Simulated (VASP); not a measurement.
A run of VASP 6.6.1 is set up as follows.

File INCAR:

```
SYSTEM = Tc12H2C
ALGO     = Normal         ! electronic algorithm
EDIFF    = 1E-6           ! SCF threshold, eV
ENCUT    = 520            ! plane-wave cutoff, eV
GGA      = PE             ! functional
ISIF     = 2              ! what is computed and relaxed
ISMEAR   = -1             ! smearing method
IVDW     = 12             ! dispersion correction
LASPH    = .TRUE.         ! aspherical terms in the spheres
LCHARG   = .TRUE.         ! write CHGCAR
LELF     = .TRUE.         ! ELF
LREAL    = Auto         
LVHAR    = .TRUE.       
LWAVE    = .FALSE.        ! write WAVECAR
NBANDS   = 94             ! bands
NELM     = 80             ! most SCF steps
PREC     = Accurate       ! precision mode
SIGMA    = 0.15           ! smearing width, eV
```

File KPOINTS:

```
k-points
0
G
  4 4 1
  0 0 0
```

Contents of POSCAR:

```
Tc12H2C
1.0
    5.4800000000      0.0000000000      0.0000000000
    2.7400000000      4.7458190000      0.0000000000
    0.0000000000      0.0000000000     17.3949600000
Tc C H
12 1 2
Direct
    0.0000000000      0.0000000000      0.0574879000
    0.5000000000      0.0000000000      0.0574879000
    0.0000000000      0.5000000000      0.0574879000
    0.5000000000      0.5000000000      0.0574879000
   -0.1686353284      0.3318812291      0.1791641732
    0.3339644390      0.3324181764      0.1787815871
   -0.1676934692      0.8342498514      0.1787904947
    0.3322864015      0.8321537597      0.1731532936
    0.0035218904     -0.0029585002      0.3064447124
    0.4995602362     -0.0001131223      0.3040515587
   -0.0018331671      0.4988512618      0.2943458728
    0.4962094459      0.5036107760      0.3064775513
    0.6706018204      0.1703965204      0.3874522561
    0.7218623799      0.2218770304      0.4441507053
    0.5519799455      0.0502320088      0.4082744240
```

Potentials or basis: VASP PAW PBE potentials, release 64 (Tc_pv, C, H).

Run with:

```bash
$ cat potpaw_PBE.64/Tc_pv/POTCAR potpaw_PBE.64/C/POTCAR potpaw_PBE.64/H/POTCAR > POTCAR
$ mpirun -np 1 vasp_std > vasp.out
```

Predict the largest force.

0.331 eV/Å.

Predict the band gap on the k mesh.

zero (bands 81 and 82 overlap by 0.84 eV).

Predict the dispersion energy per atom.

-0.361 eV.

Forces in eV/Å, atoms in the order of the input:
```
Tc  -0.046  0.039 -0.087
Tc   0.056  0.033  0.004
Tc  -0.006  0.001  0.331
Tc   0.007 -0.058 -0.090
Tc   0.002 -0.006 -0.002
Tc   0.001 -0.007  0.001
Tc  -0.007  0.004 -0.002
Tc  -0.001  0.006 -0.034
Tc  -0.014 -0.004 -0.002
Tc   0.014  0.003 -0.037
Tc   0.007  0.003 -0.028
Tc  -0.002 -0.013 -0.001
C    0.005  0.003 -0.096
H    0.013  0.009  0.028
H   -0.028 -0.014  0.014
```

Caveat: there is no dipole correction, which matters where the two faces differ.
